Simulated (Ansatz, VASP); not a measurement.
## LiH: VASP beside Ansatz

INCAR

```
SYSTEM = LiH
PREC = Accurate
ENCUT = 520
EDIFF = 1E-6
ISMEAR = 0
SIGMA = 0.05
LREAL = .False.
LASPH = .True.
NELM = 80
ALGO = Normal
ISIF = 2
LWAVE = .False.
LCHARG = .False.
GGA = PE
NBANDS = 9
```

The input KPOINTS:

```
Automatic mesh
0
Gamma
  10 10 10
  0 0 0
```

File POSCAR:

```
LiH
1.0
    0.0000000000      1.9512000000      2.1951000000
    1.9512000000      0.0000000000      2.1951000000
    1.9512000000      1.9512000000      0.0000000000
Li H
1 1
Direct
    0.0000000000      0.0000000000      0.0000000000
    0.5000000000      0.5000000000      0.5000000000
```

Input for Ansatz:

```yaml
crystal:
  lattice:
    - [0.0, 1.9512, 2.1951]
    - [1.9512, 0.0, 2.1951]
    - [1.9512, 1.9512, 0.0]
  atoms:
    - { symbol: Li, position: [0.0, 0.0, 0.0] }
    - { symbol: H, position: [0.5, 0.5, 0.5] }
basis:
  ecutwfc: 420
kpoints:
  mp_grid: { grid: [10, 10, 10] }
hamiltonian:
  xc: pbe
scf:
  occupations: { method: gaussian, width: 0.05 }
output:
  forces: true
  stress: true
  eigenvalues: true
  write_density: true
  write_potential: true
  elf: true
  volumetric_format: npy
```

Change from the starting cell: strain -0.040 along x and y, +0.080 along z, atoms carried along.

Alike in both runs: task single point; functional PBE; k mesh 10 × 10 × 10; occupations gaussian, width 0.05 eV; no spin polarisation.

|  | VASP | Ansatz |
| --- | --- | --- |
| version | VASP 6.6.1 | Ansatz 0.2.0 |
| potentials or method | VASP PAW PBE potentials, release 64 (Li_sv, H), cutoff 520 eV | scalar-relativistic, plane waves, PAW |
| valence electrons in the cell | 4 | 4 |

Ansatz gave:

| Property | Result |
| --- | --- |
| gap on the k mesh at the Fermi level (eV) | 1.80 |
| least direct gap on the mesh (eV) | 2.73 |

Question: Which values does VASP return?

Answer: gap on the k mesh at the Fermi level (eV): 1.79; least direct gap on the mesh (eV): 2.71.

The functional is the same, so the differences come from potentials, cutoffs and numerics.

Noted on VASP's run: the cutoff is short for stress, so the pressure is rough.
